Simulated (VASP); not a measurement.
Here is a VASP 6.6.1 calculation.

File INCAR:

```
  PREC = Accurate
  ENCUT = 520
  EDIFF = 1E-7
  ISMEAR = 0
  SIGMA = 0.05
  LREAL = False
  LASPH = True
  NELM = 100
  ALGO = Normal
  ISIF = 2
  LWAVE = False
  LCHARG = False
  GGA = CA
  NBANDS = 11
```

File KPOINTS:

```
Automatic mesh
0
Gamma
  10 10 10
```

File POSCAR:

```
BAs
1.0
    0.0000000000      2.2929600000      2.3885000000
    2.2929600000      0.0000000000      2.3885000000
    2.2929600000      2.2929600000      0.0000000000
B As
1 1
Direct
    0.0000000000      0.0000000000      0.0000000000
    0.7500000000      0.7500000000      0.7500000000
```

Potentials or basis: VASP PAW LDA potentials, release 64 (B, As).

The run is started by

```bash
$ cat potpaw_LDA.64/B/POTCAR potpaw_LDA.64/As/POTCAR > POTCAR
$ mpirun -np 1 vasp_std > vasp.out
```

(1) What does it give for the band gap on the k mesh?

(2) What does it give for the pressure?

Results:

(1) 0.72 eV, indirect (least direct gap 3.14 eV).

(2) 9.9 GPa.

Caveat: the cell differs from its parent crystal (strain -0.040 along x and y, +0.000 along z).
